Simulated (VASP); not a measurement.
# RbHg (P6/mmm) in VASP: relaxation of cell and atoms with PBE

Aim: the relaxation of cell and atoms of RbHg with PBE.

Program: VASP 6.6.1. These are calculated values, not measurements. Logs are shortened: lines on timing, memory, paths and dates and some standing lists are left out, and cuts for length are marked.

**1. The cell of the first run**

Symmetry: P6/mmm, No. 191, hexagonal system. The conventional cell has a = 3.461 Å, b = 3.461 Å, c = 6.508 Å, α = 90.00°, β = 90.00°, γ = 120.00°. Rb (site symmetry 6/mmm) has 2 Hg at 3.25 Å and 6 Rb at 3.46 Å within 4.3 Å. Within 4.3 Å of Hg (site symmetry 6/mmm) lie 2 Rb at 3.25 Å and 6 Hg at 3.46 Å.

The cell was generated, and may not be a known phase.

**2. Relaxation of cell and atoms, PBE**

INCAR

```
SYSTEM = RbHg
PREC = Accurate ; ENCUT = 550
EDIFF = 1E-7 ; ISMEAR = 0
SIGMA = 0.1 ; LREAL = .False.
LASPH = .True. ; NELM = 120
ALGO = Normal ; ISIF = 3
LWAVE = .False. ; LCHARG = .False.
GGA = PE ; IBRION = 2
NSW = 90 ; EDIFFG = -0.04
GGA_COMPAT = .False. ; NELMIN = 4
```

KPOINTS

```
Automatic mesh
0
Gamma
  6 6 4
  0 0 0
```

POSCAR

```
RbHg
1.0
    3.4612332600      0.0000000000      0.0000000000
   -1.7306166300      2.9975159400      0.0000000000
    0.0000000000      0.0000000000      6.5081268500
Rb Hg
1 1
Direct
    0.0000000000      0.0000000000      0.5000000000
    0.0000000000      0.0000000000      0.0000000000
```

Potentials or basis: VASP PAW PBE potentials, release 64 (Rb_sv, Hg_sv_GW).

Command:

```bash
cat potpaw_PBE.64/Rb_sv/POTCAR potpaw_PBE.64/Hg_sv_GW/POTCAR > POTCAR
mpirun -np 1 vasp_std > vasp.out
```

OUTCAR:

```text
SYSTEM = RbHg
   PREC = Accurate
   ENCUT = 550
   EDIFF = 1E-7
   ISMEAR = 0
   LREAL = .False.
   LASPH = .True.
   NELM = 120
   ISIF = 3
   GGA = PE
   IBRION = 2
   NSW = 90
   EDIFFG = -0.04
   NELMIN = 4

 ion  position               nearest neighbor table
   1  0.000  0.000  0.500-   2 3.25   2 3.25
   2  0.000  0.000  0.000-   1 3.25   1 3.25

  LATTYP: Found a hexagonal cell.
 ALAT       =     3.4612332600
 C/A-ratio  =     1.8802913185

  Lattice vectors:

 A1 = (   3.4612332600,   0.0000000000,   0.0000000000)
 A2 = (  -1.7306166300,   2.9975159400,   0.0000000000)
 A3 = (   0.0000000000,   0.0000000000,   6.5081268500)

Analysis of symmetry for initial positions (statically):
=====================================================================
 Subroutine PRICEL returns:
 Original cell was already a primitive cell.

 Routine SETGRP: Setting up the symmetry group for a
 hexagonal supercell.

 Subroutine GETGRP returns: Found 24 space group operations
 (whereof 24 operations were pure point group operations)
 out of a pool of 24 trial point group operations.

The static configuration has the point symmetry D_6h.

Analysis of symmetry for dynamics (positions and initial velocities):
=====================================================================
 Subroutine PRICEL returns:
 Original cell was already a primitive cell.

 Routine SETGRP: Setting up the symmetry group for a
 hexagonal supercell.

 Subroutine GETGRP returns: Found 24 space group operations
 (whereof 24 operations were pure point group operations)
 out of a pool of 24 trial point group operations.

The dynamic configuration has the point symmetry D_6h.

 Subroutine INISYM returns: Found 24 space group operations
 (whereof 24 operations are pure point group operations),
 and found     1 'primitive' translations

----------------------------------------------------------------------------------------

                                     Primitive cell

  volume of cell :      67.5225

  direct lattice vectors                    reciprocal lattice vectors
     3.461233260  0.000000000  0.000000000     0.288914362  0.166804784  0.000000000
    -1.730616630  2.997515940  0.000000000     0.000000000  0.333609569  0.000000000
     0.000000000  0.000000000  6.508126850     0.000000000  0.000000000  0.153654043

  length of vectors
     3.461233260  3.461233267  6.508126850     0.333609569  0.333609569  0.153654043

  position of ions in fractional coordinates (direct lattice)
     0.000000000  0.000000000  0.500000000
     0.000000000  0.000000000  0.000000000

  ion indices of the primitive-cell ions
   primitive index   ion index
                 1           1
                 2           2

----------------------------------------------------------------------------------------

 KPOINTS: Automatic mesh

Automatic generation of k-mesh.
 Grid dimensions read from file:
 generate k-points for:    6    6    4

 Generating k-lattice:

  Cartesian coordinates                     Fractional coordinates (reciprocal lattice)
     0.048152394  0.027800797  0.000000000     0.166666667  0.000000000  0.000000000
     0.000000000  0.055601595  0.000000000     0.000000000  0.166666667  0.000000000
     0.000000000  0.000000000  0.038413511     0.000000000  0.000000000  0.250000000

  Length of vectors
     0.055601595  0.055601595  0.038413511

  Shift w.r.t. Gamma in fractional coordinates (k-lattice)
     0.000000000  0.000000000  0.000000000

 Subroutine IBZKPT returns following result:
 ===========================================

 Found     21 irreducible k-points:

 Following reciprocal coordinates:
            Coordinates               Weight
  0.000000  0.000000  0.000000      1.000000
  0.166667 -0.000000  0.000000      6.000000
  0.333333  0.000000  0.000000      6.000000
  0.500000  0.000000  0.000000      3.000000
  0.166667  0.166667  0.000000      6.000000
  0.333333  0.166667  0.000000     12.000000
[... 13 lines left out ...]
  0.333333  0.166667  0.500000     12.000000
  0.333333  0.333333  0.500000      2.000000
   k-points           NKPTS =     21   k-points in BZ     NKDIM =     21   number of bands    NBANDS=     18
   number of dos      NEDOS =    301   number of ions     NIONS =      2
   total plane-waves  NPLWV =  39200
   dimension x,y,z NGX =    28 NGY =   28 NGZ =   50
   dimension x,y,z NGXF=    56 NGYF=   56 NGZF=  100
   ions per type =               1   1
   NGX,Y,Z   is equivalent  to a cutoff of  13.45, 13.45, 12.77 a.u.
   NGXF,Y,Z  is equivalent  to a cutoff of  26.90, 26.90, 25.54 a.u.
 SYSTEM =  RbHg
   PREC   = accura    normal or accurate (medium, high low for compatibility)
   ISTART =      0    job   : 0-new  1-cont  2-samecut
   ICHARG =      2    charge: 1-file 2-atom 10-const
   ISPIN  =      1    spin polarized calculation?
   LNONCOLLINEAR =      F non collinear calculations
   LSORBIT =      F    spin-orbit coupling
   LASPH  =      T    aspherical Exc in radial PAW
   ENCUT  =  550.0 eV  40.42 Ry    6.36 a.u.   6.62  6.62 12.44*2*pi/ulx,y,z
   NELM   =    120;   NELMIN=  4; NELMDL= -5     # of ELM steps
   EDIFF  = 0.1E-06   stopping-criterion for ELM
   LREAL  =      F    real-space projection
   EDIFFG = -.4E-01   stopping-criterion for IOM
   NSW    =     90    number of steps for IOM
   IBRION =      2    ionic relax: 0-MD 1-quasi-New 2-CG
   NFREE  =      1    steps in history (QN), initial steepest desc. (CG)
   ISIF   =      3    stress and relaxation
   ISYM   =      2    0-nonsym 1-usesym 2-fastsym
   POTIM  = 0.5000    time-step for ionic-motion
   TEBEG  =    0.0;   TEEND  =   0.0 temperature during run
   PSTRESS=    0.0 pullay stress
   NELECT =      29.0000    total number of electrons
   NUPDOWN=      -1.0000    fix difference up-down
   EMIN   =  10.00;   EMAX   =-10.00  energy-range for DOS
   EFERMI =   0.00;   METHOD = LEGACY
   ISMEAR =     0;   SIGMA  =   0.10  broadening in eV -4-tet -1-fermi 0-gaus
   EFERMI_NEDOS =   21; number of points for ismear=-14 and -15
   IALGO  =     38    algorithm
   IMIX   =      4    mixing-type and parameters
     AMIX     =   0.40;   BMIX     =  1.00
     AMIX_MAG =   1.60;   BMIX_MAG =  1.00
  volume/ion in A,a.u.               =      33.76       227.83
  Fermi-wavevector in a.u.,A,eV,Ry     =   1.235164  2.334122 20.757465  1.525631
  Thomas-Fermi vector in A             =   2.369825
   LORBIT       =      0    0 simple, 1 ext, 2 COOP (PROOUT), +10 PAW based schemes
   GGA     = PE    functional components
   LHFCALC =     F    Hartree Fock is set to
   AEXX    =    0.0000 exact exchange contribution
   IVDW    =     0    specifies the selected vdW correction
   LEPSILON=     F    determine dielectric tensor
   LRPA    =     F    only Hartree local field effects (RPA)
 conjugate gradient relaxation of ions
 non-spin polarized calculation
 Gauss-broadening in eV      SIGMA  =   0.10
  energy-cutoff  :      550.00
  volume of cell :       67.52
 maximum number of plane-waves:      2005
 NGX is ok and might be reduce to    28
   NGX = 13   NGY = 13   NGZ = 25

--------------------------------------- Ionic step        1  -------------------------------------------

 number of electron      29.0000000 magnetization

 Free energy of the ion-electron system (eV)
  ---------------------------------------------------
  ext. energy  EPLUGINS =         0.00000000
  ---------------------------------------------------
  free energy    TOTEN  =        -0.33822936 eV

  energy without entropy =       -0.32018751  energy(sigma->0) =       -0.32920843

------------------------ aborting loop because EDIFF is reached ----------------------------------------

  FORCE on cell =-STRESS in cart. coord.  units (eV):
  Direction    XX          YY          ZZ          XY          YZ          ZX
  --------------------------------------------------------------------------------------
  -------------------------------------------------------------------------------------
  Total        2.3809267      2.3809267      2.1775990      0.0000000     -0.0000000     -0.0000000
  in kB       56.4947667     56.4947671     51.6701966      0.0000000     -0.0000000     -0.0000000
  external PRESSURE =      54.8865768 kB  Pullay stress =       0.0000000 kB
[... 89 lines left out ...]
  FREE ENERGIE OF THE ION-ELECTRON SYSTEM (eV)
  ---------------------------------------------------
  free  energy   TOTEN  =        -0.7598897135 eV

  energy  without entropy=       -0.7536997938  energy(sigma->0) =       -0.75679475

[... ionic steps 4 to 8 ...]

--------------------------------------- Ionic step        9  -------------------------------------------

 number of electron      28.9999986 magnetization

------------------------ aborting loop because EDIFF is reached ----------------------------------------

  FORCE on cell =-STRESS in cart. coord.  units (eV):
  Direction    XX          YY          ZZ          XY          YZ          ZX
  --------------------------------------------------------------------------------------
  -------------------------------------------------------------------------------------
  Total        0.0875443      0.0875443      0.1211387      0.0000000      0.0000000      0.0000000
  in kB        1.3105746      1.3105746      1.8134969      0.0000000      0.0000000      0.0000000
  external PRESSURE =       1.4782153 kB  Pullay stress =       0.0000000 kB
[... 57 lines left out ...]
  energy  without entropy=       -0.7917652201  energy(sigma->0) =       -0.79497606

--------------------------------------- Ionic step       11  -------------------------------------------

 number of electron      28.9999995 magnetization

 Free energy of the ion-electron system (eV)
  ---------------------------------------------------
  ext. energy  EPLUGINS =         0.00000000
  ---------------------------------------------------
  free energy    TOTEN  =        -0.80074352 eV

  energy without entropy =       -0.79526009  energy(sigma->0) =       -0.79800180

 E-fermi :   1.3828     XC(G=0):  -6.8252

 val. band max:        1.3608036817   @ k =   0.3333   0.0000   0.2500
 cond. band min:       1.4231530948   @ k =   0.0000   0.0000   0.0000
 fundamental gap:      0.0623494132
 Fermi energy:         1.3828023115

 k-point     1 :       0.0000    0.0000    0.0000
  band No.  band energies     occupation
      1    -113.9310      2.00000
      2     -62.3236      2.00000
      3     -62.2806      2.00000
      4     -62.2806      2.00000
      5     -27.6735      2.00000
      6     -11.7545      2.00000
[... 10 lines left out ...]
     17       5.4692      0.00000
     18       5.4692      0.00000
[... 447 lines left out ...]
  FREE ENERGIE OF THE ION-ELECTRON SYSTEM (eV)
  ---------------------------------------------------
  free  energy   TOTEN  =        -0.8007435209 eV

  energy  without entropy=       -0.7952600857  energy(sigma->0) =       -0.79800180

 reached required accuracy - stopping structural energy minimisation
```

Run time: 2.2 min. Hardware: 1 thread of AMD EPYC 9R45 (Zen 5), shared host; peak memory 0.2 GiB.

Results:

- Free energy: -0.8007 eV
- Relaxed volume: 56.25 Å³/atom
- Relaxed cell: a = 4.225 Å, b = 4.225 Å, c = 7.275 Å, α = 90.00°, β = 90.00°, γ = 120.00°
- Space group after relaxing (to 0.1 Å): P6/mmm (No. 191)
- Energy gained by relaxing: 231.3 meV/atom
- Ionic steps: 11
- Pressure after relaxing: 0.1 GPa
- Band gap on the k mesh: zero (an odd number of electrons rules out a gap without spin polarisation)

The path:
| step | energy change (eV) | largest force (eV/Å) | pressure (GPa) | volume (Å³) |
| --- | --- | --- | --- | --- |
| 1 | 0.0000 | 0.0000 | 5.49 | 67.52 |
| 2 | -0.2913 | 0.0000 | 2.48 | 79.47 |
| 3 | -0.4217 | 0.0000 | 0.50 | 94.87 |
| 4 | -0.4338 | 0.0000 | 0.16 | 100.46 |
| 5 | -0.4364 | 0.0000 | 0.01 | 104.48 |
| 6 | -0.4365 | 0.0000 | -0.02 | 105.54 |
| 7 | -0.4534 | 0.0000 | 0.04 | 106.32 |
| 8 | -0.4588 | 0.0000 | 0.14 | 106.97 |
| 9 | -0.4588 | 0.0000 | 0.15 | 107.02 |
| 10 | -0.4600 | 0.0000 | 0.13 | 108.37 |
| 11 | -0.4625 | 0.0000 | 0.07 | 112.49 |

Final structure:
```cif
data_structure
_symmetry_space_group_name_H-M 'P 1'
_symmetry_Int_Tables_number 1
_cell_length_a 4.2254
_cell_length_b 4.2254
_cell_length_c 7.2753
_cell_angle_alpha 90.000
_cell_angle_beta 90.000
_cell_angle_gamma 120.000
_cell_volume 112.49
loop_
_atom_site_label
_atom_site_type_symbol
_atom_site_fract_x
_atom_site_fract_y
_atom_site_fract_z
_atom_site_occupancy
Rb1 Rb 0.00000 0.00000 0.50000 1
Hg1 Hg 0.00000 0.00000 0.00000 1
```

Caveat: the volume moved by over 15 % at a fixed basis, so the end points are rough; spin-orbit coupling is left out, which moves the levels of the heavy elements.

The gap in the log of VASP goes by the Fermi energy; the results here count the filled bands.